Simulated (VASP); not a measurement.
CdS, 2 atoms in the cell. It takes space group Fm-3m (No. 225, cubic). Conventional cell: a = 5.506 Å, b = 5.506 Å, c = 5.506 Å, α = 90.00°, β = 90.00°, γ = 90.00°. Within 3.6 Å of Cd (site symmetry m-3m) lie 6 S at 2.75 Å. S (site symmetry m-3m) has 6 Cd at 2.75 Å within 3.6 Å. 

* Program: VASP 6.6.1
* Task: single point
* Functional: r2SCAN50
* Potentials or basis: VASP PAW PBE potentials, release 64 (Cd, S)
* Cutoff: 520 eV
* k mesh: 4 × 4 × 4
* Occupations: fermi-dirac, width 0.05 eV
* Spin: no spin polarisation
* Dipole correction: no
* Grid for exact exchange (PRECFOCK): Normal
* Further INCAR settings: ALGO = Normal; EDIFF = 1e-06; NBANDS = 16
* Share of exact exchange: 0.5

Potentials or basis: VASP PAW PBE potentials, release 64 (Cd, S).

Command:

```sh
$ cat potpaw_PBE.64/Cd/POTCAR potpaw_PBE.64/S/POTCAR > POTCAR
$ cp INCAR.step1 INCAR
$ mpirun -np 1 vasp_std > vasp.out
$ cp INCAR.step2 INCAR
$ mpirun -np 1 vasp_std > vasp.out
```

Hardware: 1 thread of Intel(R) Xeon(R) 6975P-C (Granite Rapids), with other jobs on the host.

Question: Estimate the wall time of this run.

Answer: Wall time 4.2 min on 1 thread of Intel(R) Xeon(R) 6975P-C (Granite Rapids) (shared host), peak memory 0.18 GiB. Counts: k points 8.
